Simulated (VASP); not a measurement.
# TiO (P6_3/mmc) in VASP: further runs, part 2 of 2

VASP 6.6.1. Earlier steps stand in the parts before.

### 3 Single point, r2SCAN

Contents of POSCAR:

```
TiO
1.0
    2.8516080131      0.0000000000      0.0000000000
   -1.4258040066      2.4695649810      0.0000000000
    0.0000000000      0.0000000000      5.5675030000
Ti O
2 2
Direct
    0.3333333333      0.6666666667      0.2500000000
    0.6666666667      0.3333333333      0.7500000000
    0.0000000000      0.0000000000      0.0000000000
    0.0000000000      0.0000000000      0.5000000000
```

Contents of INCAR.step1:

```
  PREC = Accurate
  ENCUT = 520
  ISMEAR = 0
  SIGMA = 0.1
  LREAL = False
  LASPH = True
  NELM = 60
  NBANDS = 26
  GGA = PE
  ALGO = Normal
  EDIFF = 1E-4
  LWAVE = True
  LCHARG = False
```

Contents of INCAR.step2:

```
  PREC = Accurate
  ENCUT = 520
  EDIFF = 1E-7
  ISMEAR = 0
  SIGMA = 0.1
  LREAL = False
  LASPH = True
  NELM = 60
  ALGO = Normal
  ISIF = 2
  LWAVE = False
  LCHARG = False
  METAGGA = R2SCAN
  LMIXTAU = True
  NBANDS = 26
  ISTART = 1
```

Contents of KPOINTS:

```
regular mesh
0
Gamma
  12 12 6
```

Potentials or basis: VASP PAW PBE potentials, release 64 (Ti_sv, O).

Command:

```sh
$ cat potpaw_PBE.64/Ti_sv/POTCAR potpaw_PBE.64/O/POTCAR > POTCAR
$ cp INCAR.step1 INCAR
$ mpirun -np 1 vasp_std > vasp.out
$ cp INCAR.step2 INCAR
$ mpirun -np 1 vasp_std > vasp.out
```

It took 3 min on 1 thread of Intel Xeon Platinum 8559C (Emerald Rapids), shared host; peak memory 0.21 GiB.

The run converged. Its results:

- Free energy: -48.6419 eV
- Pressure: -3.6 GPa
- Band gap on the k mesh: zero (band 18 reaches 11.27 eV, above the bottom of band 19 at 11.25 eV)

Stress tensor (GPa, compression positive):
```
-4.19  0.00  0.00
 0.00 -4.19  0.00
 0.00  0.00 -2.54
```

Levels at points of the mesh, in eV from the Fermi level:
| k point | band 16 | band 17 | band 18 | band 19 | band 20 | band 21 |
| --- | --- | --- | --- | --- | --- | --- |
| (0.00, 0.00, 0.00) | -5.61 | -2.09 | -0.09 | -0.09 | -0.02 | 1.16 |
| (0.50, 0.00, 0.00) | -5.82 | -2.79 | -0.09 | 1.03 | 1.77 | 2.08 |
| (0.00, 0.00, 0.50) | -5.92 | -0.65 | -0.65 | 0.77 | 0.77 | 0.77 |
| (0.50, 0.00, 0.50) | -6.44 | -1.40 | -1.40 | 2.15 | 2.15 | 2.36 |

Caveat: the PAW data sets were made with another functional, which shifts forces and pressure a little; semilocal functionals often make such compounds metallic where correlation or magnetic order opens a gap, which also shifts bond lengths.

### 4 Single point, r2SCAN, collinear spin, ferromagnetic start

POSCAR: that of step 3 with these lines changed.

```diff
@@ -8,4 +8,4 @@
 Direct
-    0.3333333333      0.6666666667      0.2500000000
-    0.6666666667      0.3333333333      0.7500000000
+    0.3333333300      0.6666666700      0.2500000000
+    0.6666666700      0.3333333300      0.7500000000
     0.0000000000      0.0000000000      0.0000000000
```

Contents of INCAR.step1:

```
SYSTEM = TiO
ALGO     = Normal         ! electronic algorithm
EDIFF    = 1E-4           ! SCF threshold, eV
ENCUT    = 520            ! plane-wave cutoff, eV
GGA      = PE             ! functional
ISMEAR   = 0              ! smearing method
ISPIN    = 2              ! spin polarisation
LASPH    = .True.         ! aspherical terms in the spheres
LCHARG   = .False.        ! write CHGCAR
LMAXMIX  = 4              ! l up to which the mixer works
LREAL    = .False.        ! projectors in reciprocal space
LWAVE    = .True.         ! write WAVECAR
MAGMOM   = 1 1 0 0        ! initial moments
NBANDS   = 30             ! bands
NELM     = 150            ! most SCF steps
PREC     = Accurate       ! precision mode
SIGMA    = 0.1            ! smearing width, eV
```

Contents of INCAR.step2:

```
SYSTEM = TiO
ALGO     = Normal         ! electronic algorithm
EDIFF    = 1E-7           ! SCF threshold, eV
ENCUT    = 520            ! plane-wave cutoff, eV
ISIF     = 2              ! what is computed and relaxed
ISMEAR   = 0              ! smearing method
ISPIN    = 2              ! spin polarisation
ISTART   = 1            
LASPH    = .True.         ! aspherical terms in the spheres
LCHARG   = .True.         ! write CHGCAR
LELF     = .True.         ! ELF
LMAXMIX  = 4              ! l up to which the mixer works
LMIXTAU  = .True.       
LORBIT   = 11             ! projections on sites
LREAL    = .False.        ! projectors in reciprocal space
LVHAR    = .True.       
LWAVE    = .False.        ! write WAVECAR
MAGMOM   = 1 1 0 0        ! initial moments
METAGGA  = R2SCAN         ! meta-GGA
NBANDS   = 30             ! bands
NELM     = 150            ! most SCF steps
PREC     = Accurate       ! precision mode
SIGMA    = 0.1            ! smearing width, eV
```

Contents of KPOINTS:

```
k-points
0
Gamma
  6 6 4
  0 0 0
```

Command:

```sh
$ cat potpaw_PBE.64/Ti_sv/POTCAR potpaw_PBE.64/O/POTCAR > POTCAR
$ cp INCAR.step1 INCAR
$ mpirun -np 1 vasp_std > vasp.out
$ cp INCAR.step2 INCAR
$ mpirun -np 1 vasp_std > vasp.out
```

Run time: 2.3 min. Hardware: 1 thread of Intel Xeon Platinum 8559C (Emerald Rapids), shared host; peak memory 0.2 GiB.

Results (log left out):

```yaml
Free_energy: -48.6398 eV
Pressure: -3.6 GPa
Band_gap_on_the_k_mesh: zero (filled and empty bands overlap)
Net_moment: 0.00 μB per cell
Valence_electrons_inside_the_program's_atomic_spheres: Ti 10.29; O 5.10
```

Stress tensor (GPa, compression positive):
```
-4.22  0.00  0.00
 0.00 -4.22  0.00
 0.00  0.00 -2.41
```

Levels at points of the mesh, in eV from the Fermi level:
Spin up:
```
           k point  band 14  band 15  band 16  band 17  band 18  band 19  band 20  band 21  band 22  band 23
(0.00, 0.00, 0.00)    -5.64    -5.64    -5.60    -2.08    -0.08    -0.08    -0.01     1.17     1.17     1.65
(0.50, 0.00, 0.00)    -6.97    -6.13    -5.81    -2.78    -0.08     1.04     1.78     2.09     2.42     2.80
(0.00, 0.00, 0.50)    -5.91    -5.91    -5.91    -0.64    -0.64     0.78     0.78     0.78     0.78     2.30
(0.50, 0.00, 0.50)    -7.58    -6.43    -6.43    -1.39    -1.39     2.16     2.16     2.37     2.37     2.41
```
Spin down:
```tsv
k point	band 16	band 17	band 18	band 19	band 20	band 21
(0.00, 0.00, 0.00)	-5.60	-2.08	-0.08	-0.08	-0.01	1.17
(0.50, 0.00, 0.00)	-5.81	-2.78	-0.08	1.04	1.78	2.09
(0.00, 0.00, 0.50)	-5.91	-0.64	-0.64	0.78	0.78	0.78
(0.50, 0.00, 0.50)	-6.43	-1.39	-1.39	2.16	2.16	2.37
```

Caveat: the k points lie up to 0.42 Å⁻¹ apart; the PAW data sets were made with another functional, which shifts forces and pressure a little; semilocal functionals often make such compounds metallic where correlation or magnetic order opens a gap, which also shifts bond lengths.

### 5 Single point, r2SCAN

POSCAR: that of step 4 with these lines changed.

```diff
@@ -8,4 +8,4 @@
 Direct
-    0.3333333300      0.6666666700      0.2500000000
-    0.6666666700      0.3333333300      0.7500000000
+    0.3333333333      0.6666666667      0.2500000000
+    0.6666666667      0.3333333333      0.7500000000
     0.0000000000      0.0000000000      0.0000000000
```

Contents of INCAR.step1:

```
  ALGO = Normal
  EDIFF = 1E-4
  ENCUT = 520
  GGA = PE
  ISMEAR = 0
  LASPH = T
  LCHARG = F
  LREAL = F
  LWAVE = T
  NBANDS = 26
  NELM = 60
  PREC = Accurate
  SIGMA = 0.01
```

Contents of INCAR.step2:

```
  ALGO = Normal
  EDIFF = 1E-6
  ENCUT = 520
  ISIF = 2
  ISMEAR = 0
  ISTART = 1
  LASPH = T
  LCHARG = F
  LMIXTAU = T
  LREAL = F
  LWAVE = F
  METAGGA = R2SCAN
  NBANDS = 26
  NELM = 60
  PREC = Accurate
  SIGMA = 0.01
```

Contents of KPOINTS:

```
k-points
0
Gamma
  18 18 8
```

Command:

```sh
$ cat potpaw_PBE.64/Ti_sv/POTCAR potpaw_PBE.64/O/POTCAR > POTCAR
$ cp INCAR.step1 INCAR
$ mpirun -np 1 vasp_std > vasp.out
$ cp INCAR.step2 INCAR
$ mpirun -np 1 vasp_std > vasp.out
```

Run time: 8.1 min. Hardware: 1 thread of Intel Xeon 6975P-C, shared host; peak memory 0.29 GiB.

It converged, with:

| Item | Value |
| --- | --- |
| Free energy | -48.6417 eV |
| Pressure | -3.6 GPa |
| Band gap on the k mesh | zero (band 18 reaches 11.29 eV, above the bottom of band 19 at 11.25 eV) |

Stress tensor (GPa, compression positive):
```
-4.22  0.00  0.00
 0.00 -4.22  0.00
 0.00  0.00 -2.38
```

Levels at points of the mesh, in eV from the Fermi level:
```csv
k point,band 14,band 15,band 16,band 17,band 18,band 19,band 20,band 21,band 22,band 23
"(0.00, 0.00, 0.00)",-5.60,-5.60,-5.56,-2.04,-0.04,-0.04,0.04,1.21,1.21,1.69
"(0.50, 0.00, 0.00)",-6.93,-6.09,-5.77,-2.74,-0.04,1.08,1.82,2.13,2.46,2.84
"(0.00, 0.00, 0.50)",-5.87,-5.87,-5.87,-0.60,-0.60,0.82,0.82,0.82,0.82,2.34
"(0.50, 0.00, 0.50)",-7.54,-6.39,-6.39,-1.35,-1.35,2.20,2.20,2.41,2.41,2.45
```

Caveat: the PAW data sets were made with another functional, which shifts forces and pressure a little; semilocal functionals often make such compounds metallic where correlation or magnetic order opens a gap, which also shifts bond lengths.

### 6 Single point, r2SCAN

POSCAR is that of step 5.

Contents of INCAR.step1:

```
PREC = Accurate
ENCUT = 520
ISMEAR = 0
SIGMA = 0.02
LREAL = False
LASPH = True
NELM = 60
NBANDS = 26
GGA = PE
ALGO = Normal
EDIFF = 1E-4
LWAVE = True
LCHARG = False
```

Contents of INCAR.step2:

```
PREC = Accurate
ENCUT = 520
EDIFF = 1E-7
ISMEAR = 0
SIGMA = 0.02
LREAL = False
LASPH = True
NELM = 60
ALGO = Normal
ISIF = 2
LWAVE = False
LCHARG = True
METAGGA = R2SCAN
LMIXTAU = True
LELF = True
LVHAR = True
NBANDS = 26
ISTART = 1
```

Contents of KPOINTS:

```
Automatic mesh
0
Gamma
  18 18 8
```

Potentials or basis: VASP PAW PBE potentials, release 64 (Ti_sv, O).

Command:

```sh
$ cat potpaw_PBE.64/Ti_sv/POTCAR potpaw_PBE.64/O/POTCAR > POTCAR
$ cp INCAR.step1 INCAR
$ mpirun -np 1 vasp_std > vasp.out
$ cp INCAR.step2 INCAR
$ mpirun -np 1 vasp_std > vasp.out
```

Run time: 9.4 min. Hardware: 1 thread of Intel Xeon 6975P-C, shared host; peak memory 0.29 GiB.

The run converged. Its results:

* Free energy: -48.6417 eV
* Pressure: -3.6 GPa
* Band gap on the k mesh: zero (band 18 reaches 11.29 eV, above the bottom of band 19 at 11.25 eV)

Stress tensor (GPa, compression positive):
```
-4.24  0.00  0.00
 0.00 -4.24  0.00
 0.00  0.00 -2.41
```

Levels at points of the mesh, in eV from the Fermi level:
```
           k point  band 16  band 17  band 18  band 19  band 20  band 21
(0.00, 0.00, 0.00)    -5.56    -2.04    -0.04    -0.04     0.03     1.21
(0.50, 0.00, 0.00)    -5.78    -2.74    -0.04     1.08     1.81     2.13
(0.00, 0.00, 0.50)    -5.87    -0.60    -0.60     0.82     0.82     0.82
(0.50, 0.00, 0.50)    -6.40    -1.35    -1.35     2.20     2.20     2.41
```

Caveat: the PAW data sets were made with another functional, which shifts forces and pressure a little; semilocal functionals often make such compounds metallic where correlation or magnetic order opens a gap, which also shifts bond lengths.

### 7 The runs side by side

```csv
spin,k mesh,smearing,gap on the mesh (eV),pressure (GPa)
off,"6 × 6 × 4, shifted",gaussian 0.1 eV,0.26,-3.6
off,12 × 12 × 6,gaussian 0.1 eV,none,-3.6
"collinear, ferromagnetic start",6 × 6 × 4,gaussian 0.1 eV,none,-3.6
off,18 × 18 × 8,gaussian 0.01 eV,none,-3.6
off,18 × 18 × 8,gaussian 0.02 eV,none,-3.6
```

Alike in all rows: task single point; level r2SCAN; potentials or basis VASP PAW PBE potentials, release 64 (Ti_sv, O); cell as given; cutoff (eV) 520.

Caveats: some runs use coarse meshes; the PAW data sets were made with another functional, which shifts forces and pressure a little; semilocal functionals often make such compounds metallic where correlation or magnetic order opens a gap, which also shifts bond lengths (some runs).

Total energies depend on the potentials used, so only differences within one code and one set of settings carry meaning.
